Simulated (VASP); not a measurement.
A run of VASP 6.6.1 is set up as follows.

Contents of INCAR:

```
PREC = Accurate
ENCUT = 520
EDIFF = 1E-8
ISMEAR = -1
SIGMA = 0.03
LREAL = False
LASPH = True
NELM = 80
ALGO = Normal
ISIF = 2
LWAVE = False
LCHARG = False
GGA = PE
LEFG = True
NBANDS = 21
```

KPOINTS

```
Automatic mesh
0
Gamma
  14 14 8
```

POSCAR

```
Ru
1.0
    2.6505634408      0.0000000000      0.0000000000
   -1.3252817204      2.2954552741      0.0000000000
    0.0000000000      0.0000000000      4.1944897589
Ru
2
Direct
    0.3333333333      0.6666666667      0.2500000000
    0.6666666667      0.3333333333      0.7500000000
```

Potentials or basis: VASP PAW PBE potentials, release 64 (Ru_pv).

Launch:

```console
$ cat potpaw_PBE.64/Ru_pv/POTCAR > POTCAR
$ mpirun -np 1 vasp_std > vasp.out
```

**Question.** What does it give for the band gap on the k mesh?

**Answer.** Zero (band 14 reaches 15.81 eV, above the bottom of band 15 at 12.35 eV).

**Question.** What does it give for the pressure?

**Answer.** 28.5 GPa.

Stress tensor (GPa, compression positive):
```
28.67  0.00  0.00
 0.00 28.67  0.00
 0.00  0.00 28.21
```

Caveat: without QUAD_EFG the Cq values of the log hold for a quadrupole moment of 1 mb, not for the nuclei.
